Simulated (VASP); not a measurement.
# CdSe (Fm-3m) in VASP: a series of runs

CdSe is run at these levels: PBE+D3(BJ), PBE+U; tasks: single point.

All numbers are computed with VASP 6.6.1; they aren't measurements. Logs are shortened: lines on timing, memory, paths and dates and some standing lists are left out, and cuts for length are marked.

## 1. The cell of the first run

The structure is cubic, space group Fm-3m (No. 225). The conventional cell has a = 5.748 Å, b = 5.748 Å, c = 5.748 Å, α = 90.00°, β = 90.00°, γ = 90.00°. Within 3.8 Å of Cd (site symmetry m-3m) lie 6 Se at 2.87 Å. Within 3.8 Å of Se (site symmetry m-3m) lie 6 Cd at 2.87 Å.

## 2. Single point, PBE+D3(BJ), collinear spin

Input file INCAR:

```
  PREC = Accurate
  ENCUT = 500
  EDIFF = 1E-6
  ISMEAR = 0
  SIGMA = 0.1
  LREAL = False
  LASPH = True
  NELM = 200
  ALGO = Normal
  ISIF = 2
  LWAVE = False
  LCHARG = False
  ISPIN = 2
  MAGMOM = 0 0.1
  LORBIT = 11
  GGA = PE
  IVDW = 12
  ISYM = -1
  NBANDS = 20
  GGA_COMPAT = False
```

Input file KPOINTS:

```
explicit points
2
Reciprocal
  0.50000000   0.25000000   0.25000000 2
  0.50000000   0.25000000   0.75000000 2
```

Input file POSCAR:

```
CdSe
1.0
    0.0000000000      2.8739580000      2.8739580000
    2.8739580000      0.0000000000      2.8739580000
    2.8739580000      2.8739580000      0.0000000000
Cd Se
1 1
Direct
    0.0000000000      0.0000000000      0.0000000000
    0.5000000000      0.5000000000      0.5000000000
```

Potentials or basis: VASP PAW PBE potentials, release 64 (Cd, Se).

Launch:

```console
cat potpaw_PBE.64/Cd/POTCAR potpaw_PBE.64/Se/POTCAR > POTCAR
mpirun -np 1 vasp_std > vasp.out
```

OUTCAR:

```text
PREC = Accurate
   ENCUT = 500
   EDIFF = 1E-6
   ISMEAR = 0
   LREAL = False
   LASPH = True
   NELM = 200
   ISIF = 2
   ISPIN = 2
   LORBIT = 11
   GGA = PE
   IVDW = 12
   ISYM = -1
 IVDW          = 12

 ion  position               nearest neighbor table
   1  0.000  0.000  0.000-   2 2.87   2 2.87   2 2.87   2 2.87   2 2.87   2 2.87
   2  0.500  0.500  0.500-   1 2.87   1 2.87   1 2.87   1 2.87   1 2.87   1 2.87

IMPORTANT INFORMATION: All symmetrisations will be switched off!
NOSYMM: (Re-)initialisation of all symmetry stuff for point group C_1.

----------------------------------------------------------------------------------------

                                     Primitive cell

  volume of cell :      47.4757

  direct lattice vectors                    reciprocal lattice vectors
     0.000000000  2.873958000  2.873958000    -0.173976098  0.173976098  0.173976098
     2.873958000  0.000000000  2.873958000     0.173976098 -0.173976098  0.173976098
     2.873958000  2.873958000  0.000000000     0.173976098  0.173976098 -0.173976098

  length of vectors
     4.064390381  4.064390381  4.064390381     0.301335442  0.301335442  0.301335442

  position of ions in fractional coordinates (direct lattice)
     0.000000000  0.000000000  0.000000000
     0.500000000  0.500000000  0.500000000

  ion indices of the primitive-cell ions
   primitive index   ion index
                 1           1
                 2           2

----------------------------------------------------------------------------------------

 KPOINTS: explicit points

Read explicit list of k-points.

 Found      2 k-points:

 Following reciprocal coordinates:
            Coordinates               Weight
  0.500000  0.250000  0.250000      0.500000
  0.500000  0.250000  0.750000      0.500000
   k-points           NKPTS =      2   k-points in BZ     NKDIM =      2   number of bands    NBANDS=     20
   number of dos      NEDOS =    301   number of ions     NIONS =      2
   total plane-waves  NPLWV =  27000
   dimension x,y,z NGX =    30 NGY =   30 NGZ =   30
   dimension x,y,z NGXF=    60 NGYF=   60 NGZF=   60
   ions per type =               1   1
   NGX,Y,Z   is equivalent  to a cutoff of  12.27, 12.27, 12.27 a.u.
   NGXF,Y,Z  is equivalent  to a cutoff of  24.54, 24.54, 24.54 a.u.
 SYSTEM =  unknown system
   PREC   = accura    normal or accurate (medium, high low for compatibility)
   ISTART =      0    job   : 0-new  1-cont  2-samecut
   ICHARG =      2    charge: 1-file 2-atom 10-const
   ISPIN  =      2    spin polarized calculation?
   LNONCOLLINEAR =      F non collinear calculations
   LSORBIT =      F    spin-orbit coupling
   LASPH  =      T    aspherical Exc in radial PAW
   ENCUT  =  500.0 eV  36.75 Ry    6.06 a.u.   7.41  7.41  7.41*2*pi/ulx,y,z
   NELM   =    200;   NELMIN=  2; NELMDL= -5     # of ELM steps
   EDIFF  = 0.1E-05   stopping-criterion for ELM
   LREAL  =      F    real-space projection
   EDIFFG = 0.1E-04   stopping-criterion for IOM
   NSW    =      0    number of steps for IOM
   IBRION =     -1    ionic relax: 0-MD 1-quasi-New 2-CG
   NFREE  =      0    steps in history (QN), initial steepest desc. (CG)
   ISIF   =      2    stress and relaxation
   ISYM   =     -1    0-nonsym 1-usesym 2-fastsym
   POTIM  = 0.5000    time-step for ionic-motion
   TEBEG  =    0.0;   TEEND  =   0.0 temperature during run
   PSTRESS=    0.0 pullay stress
   NELECT =      18.0000    total number of electrons
   NUPDOWN=      -1.0000    fix difference up-down
   EMIN   =  10.00;   EMAX   =-10.00  energy-range for DOS
   EFERMI =   0.00;   METHOD = LEGACY
   ISMEAR =     0;   SIGMA  =   0.10  broadening in eV -4-tet -1-fermi 0-gaus
   EFERMI_NEDOS =   21; number of points for ismear=-14 and -15
   IALGO  =     38    algorithm
   IMIX   =      4    mixing-type and parameters
     AMIX     =   0.40;   BMIX     =  1.00
     AMIX_MAG =   1.60;   BMIX_MAG =  1.00
  volume/ion in A,a.u.               =      23.74       160.19
  Fermi-wavevector in a.u.,A,eV,Ry     =   1.184882  2.239103 19.101849  1.403946
  Thomas-Fermi vector in A             =   2.321088
   LORBIT       =     11    0 simple, 1 ext, 2 COOP (PROOUT), +10 PAW based schemes
   GGA     = PE    functional components
   LHFCALC =     F    Hartree Fock is set to
   AEXX    =    0.0000 exact exchange contribution
   IVDW    =    12    specifies the selected vdW correction
   LEPSILON=     F    determine dielectric tensor
   LRPA    =     F    only Hartree local field effects (RPA)
 spin polarized calculation
 Gauss-broadening in eV      SIGMA  =   0.10
  energy-cutoff  :      500.00
  volume of cell :       47.48
 maximum number of plane-waves:      1216
 NGX is ok and might be reduce to    28
   NGX = 15   NGY = 15   NGZ = 15

 number of electron      18.0000008 magnetization      -0.0020383

 number of electron      18.0000008 magnetization       0.0001904

 Free energy of the ion-electron system (eV)
  ---------------------------------------------------
  ext. energy  EPLUGINS =         0.00000000
  ---------------------------------------------------
  free energy    TOTEN  =        -6.97193635 eV

  energy without entropy =       -6.97193635  energy(sigma->0) =       -6.97193635

 E-fermi :   2.4992     XC(G=0): -10.0460

 val. band max:        1.9599782872   @ k =   0.5000   0.2500   0.2500
 cond. band min:       5.0319221759   @ k =   0.5000   0.2500   0.7500
 fundamental gap:      3.0719438887
 Fermi energy:         2.4991989057

 spin component 1

 k-point     1 :       0.5000    0.2500    0.2500
  band No.  band energies     occupation
      1     -10.1719      1.00000
      2      -5.6005      1.00000
      3      -5.5899      1.00000
      4      -5.4682      1.00000
      5      -5.3444      1.00000
      6      -5.2511      1.00000
[... 12 lines left out ...]
     19      20.6890      0.00000
     20      21.7093      0.00000

 k-point     2 :       0.5000    0.2500    0.7500
  band No.  band energies     occupation
      1     -10.0570      1.00000
      2      -5.6235      1.00000
      3      -5.4487      1.00000
      4      -5.4411      1.00000
      5      -5.1936      1.00000
      6      -4.9124      1.00000
[... 12 lines left out ...]
     19      19.9968      0.00000
     20      20.0269      0.00000
 Fermi energy:         2.4991989057

 spin component 2

 k-point     1 :       0.5000    0.2500    0.2500
  band No.  band energies     occupation
      1     -10.1719      1.00000
      2      -5.6005      1.00000
      3      -5.5898      1.00000
      4      -5.4681      1.00000
      5      -5.3444      1.00000
      6      -5.2510      1.00000
[... 12 lines left out ...]
     19      20.6891      0.00000
     20      21.7093      0.00000

 k-point     2 :       0.5000    0.2500    0.7500
  band No.  band energies     occupation
      1     -10.0569      1.00000
      2      -5.6234      1.00000
      3      -5.4487      1.00000
      4      -5.4411      1.00000
      5      -5.1935      1.00000
      6      -4.9123      1.00000
[... 12 lines left out ...]
     19      19.9968      0.00000
     20      20.0269      0.00000

------------------------ aborting loop because EDIFF is reached ----------------------------------------

 Edisp (eV)   -0.77558

 E8    (eV) :    -0.3346

  FORCE on cell =-STRESS in cart. coord.  units (eV):
  Direction    XX          YY          ZZ          XY          YZ          ZX
  --------------------------------------------------------------------------------------
  -------------------------------------------------------------------------------------
  Total      -6.02498    -1.36135    -1.36135     0.00000     0.89551     0.00000
  in kB    -203.32694   -45.94199   -45.94202     0.00010    30.22091     0.00005
  external pressure =      -98.40 kB  Pullay stress =        0.00 kB

 VOLUME and BASIS-vectors are now :
 -----------------------------------------------------------------------------
  energy-cutoff  :      500.00
  volume of cell :       47.48
      direct lattice vectors                 reciprocal lattice vectors
     0.000000000  2.873958000  2.873958000    -0.173976098  0.173976098  0.173976098
     2.873958000  0.000000000  2.873958000     0.173976098 -0.173976098  0.173976098
     2.873958000  2.873958000  0.000000000     0.173976098  0.173976098 -0.173976098

 POSITION                                       TOTAL-FORCE (eV/Angst)
 -----------------------------------------------------------------------------------
      0.00000      0.00000      0.00000        -0.000000      0.000000     -0.000000
      2.87396      2.87396      2.87396         0.000000     -0.000000      0.000000
 -----------------------------------------------------------------------------------
    total drift:                               -0.000000      0.000000      0.000001

  FREE ENERGIE OF THE ION-ELECTRON SYSTEM (eV)
  ---------------------------------------------------
  free  energy   TOTEN  =        -7.7475145195 eV

  energy  without entropy=       -7.7475145195  energy(sigma->0) =       -7.74751452

 total charge

# of ion       s       p       d       tot
------------------------------------------
    1        0.423   0.234   9.574  10.231
    2        1.477   2.245   0.021   3.743
--------------------------------------------------
tot          1.900   2.479   9.595  13.974

 magnetization (x)

# of ion       s       p       d       tot
------------------------------------------
    1        0.000   0.000   0.000   0.000
    2        0.000   0.000   0.000   0.000
--------------------------------------------------
tot          0.000   0.000   0.000   0.000
```

Run time: 12 s. Hardware: 1 thread of Intel Xeon 8259CL, shared host; peak memory 0.19 GiB.

Results:

```yaml
Free_energy: -7.7475 eV
Pressure: -9.8 GPa
Band_gap_on_the_k_mesh: 3.07 eV (least direct gap 4.03 eV)
Net_moment: 0.00 μB per cell
Valence_electrons_inside_the_program's_atomic_spheres: Cd 10.23; Se 3.74
Dispersion_energy_per_atom: -0.388 eV
```

Caveat: the stress differs along the axes, from -20 to -5 GPa; a shifted mesh leaves out Γ, where band edges can lie. A k mesh can miss the band edges.

## 3. Single point, PBE+U

Input file INCAR:

```
SYSTEM = CdSe
PREC = Accurate
ENCUT = 500
EDIFF = 1E-6
ISMEAR = 0
SIGMA = 0.1
LREAL = .FALSE.
LASPH = .TRUE.
NELM = 200
ALGO = Normal
ISIF = 2
LWAVE = .FALSE.
LCHARG = .FALSE.
LDAU = .TRUE.
LDAUTYPE = 2
LDAUL = 2 -1
LDAUU = 3.2 0
LDAUJ = 0 0
LDAUPRINT = 1
GGA = PE
NBANDS = 16
ISYM = -1
GGA_COMPAT = .FALSE.
```

Input file KPOINTS:

```
explicit points
8
Reciprocal
  0.06250000   0.12500000   0.25000000 1
  0.06250000   0.62500000   0.25000000 1
  0.31250000   0.12500000   0.25000000 1
  0.31250000   0.62500000   0.25000000 1
  0.56250000   0.12500000   0.25000000 1
  0.56250000   0.62500000   0.25000000 1
  0.81250000   0.12500000   0.25000000 1
  0.81250000   0.62500000   0.25000000 1
```

POSCAR is that of step 2.

Potentials or basis: VASP PAW PBE potentials, release 64 (Cd, Se).

Launch:

```console
cat potpaw_PBE.64/Cd/POTCAR potpaw_PBE.64/Se/POTCAR > POTCAR
mpirun -np 1 vasp_std > vasp.out
```

Run time: 10 s. Hardware: 1 thread of Intel Xeon 8259CL, shared host; peak memory 0.16 GiB.

Results (log left out):

```yaml
Free_energy: -5.0372 eV
Pressure: -2.0 GPa
Band_gap_on_the_k_mesh: 2.20 eV (least direct gap 3.12 eV)
```

Levels at points of the mesh, in eV from the valence-band top:
| k point | band 6 | band 7 | band 8 | band 9 | band 10 | band 11 | band 12 | band 13 |
| --- | --- | --- | --- | --- | --- | --- | --- | --- |
| (0.06, 0.12, 0.25) | -8.72 | -2.46 | -0.58 | 0.00 | 3.12 | 6.52 | 7.32 | 7.93 |

Eigenvalues of the final occupation matrices:
| site | spin | trace | eigenvalues |
| --- | --- | --- | --- |
| site 1 d | 1 | 4.87 | 0.97 0.97 0.97 0.98 0.98 |
| site 1 d | 2 | 4.87 | 0.97 0.97 0.97 0.98 0.98 |

Caveat: a shifted mesh leaves out Γ, where band edges can lie. A k mesh can miss the band edges.
